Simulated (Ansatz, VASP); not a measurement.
**One calculation of BP, two programs**

Contents of POSCAR:

```
BP
1.0
    0.0000000000      1.8614465656      1.8614465656
    1.8614465656      0.0000000000      1.8614465656
    1.8614465656      1.8614465656      0.0000000000
B P
1 1
Direct
    0.0000000000      0.0000000000      0.0000000000
    0.5000000000      0.5000000000      0.5000000000
```

File INCAR.step1:

```
SYSTEM = BP
PREC = Accurate ; ENCUT = 520
ISMEAR = -1 ; SIGMA = 0.1
LREAL = .FALSE. ; LASPH = .TRUE.
NELM = 60 ; NBANDS = 11
GGA = PE ; ALGO = Normal
EDIFF = 1E-4 ; LWAVE = .TRUE.
LCHARG = .FALSE.
```

File INCAR.step2:

```
SYSTEM = BP
PREC = Accurate ; ENCUT = 520
EDIFF = 1E-7 ; ISMEAR = -1
SIGMA = 0.1 ; LREAL = .FALSE.
LASPH = .TRUE. ; NELM = 60
ALGO = Normal ; ISIF = 2
LWAVE = .FALSE. ; LCHARG = .FALSE.
METAGGA = R2SCAN ; LMIXTAU = .TRUE.
NBANDS = 11 ; ISTART = 1
```

File KPOINTS:

```
regular mesh
0
G
  17 17 17
  0 0 0
```

Input for Ansatz:

```yaml
crystal:
  lattice:
    - [0.0, 1.8614465656, 1.8614465656]
    - [1.8614465656, 0.0, 1.8614465656]
    - [1.8614465656, 1.8614465656, 0.0]
  atoms:
    - { symbol: B, position: [0.0, 0.0, 0.0] }
    - { symbol: P, position: [0.5, 0.5, 0.5] }
kpoints:
  mp_grid: { grid: [17, 17, 17] }
scf:
  occupations: { method: fermi_dirac, width: 0.1 }
hamiltonian:
  xc: r2scan
  pseudopotentials: { kind: paw }
output:
  forces: true
  stress: true
  eigenvalues: true
  populations: true
  write_density: true
  write_potential: true
  elf: true
  volumetric_format: npy
```

Change from the starting cell: volume scaled by 0.64, PAW files.

Alike in both runs: task single point; functional r2SCAN; k mesh 17 × 17 × 17; occupations fermi-dirac, width 0.1 eV; no spin polarisation.

|  | VASP | Ansatz |
| --- | --- | --- |
| version | VASP 6.6.1 | Ansatz 0.2.0 |
| potentials or method | VASP PAW PBE potentials, release 64 (B, P) | PAW with Ansatz's default frozen-core files, scalar-relativistic |
| plane-wave cutoff (eV) | 520 | 500 |
| valence electrons in the cell | 8 | 8 |

VASP gave:

| Property | Result |
| --- | --- |
| pressure (GPa) | 157.7 |

Q: Estimate Ansatz's values.

A: Pressure (GPa): 159.1.

VASP's potentials were made for PBE, not for r2SCAN. Both programs put the cell under a high pressure, so it lies far from rest at this level.

Noted on VASP's run: the cell as given lies far from equilibrium.
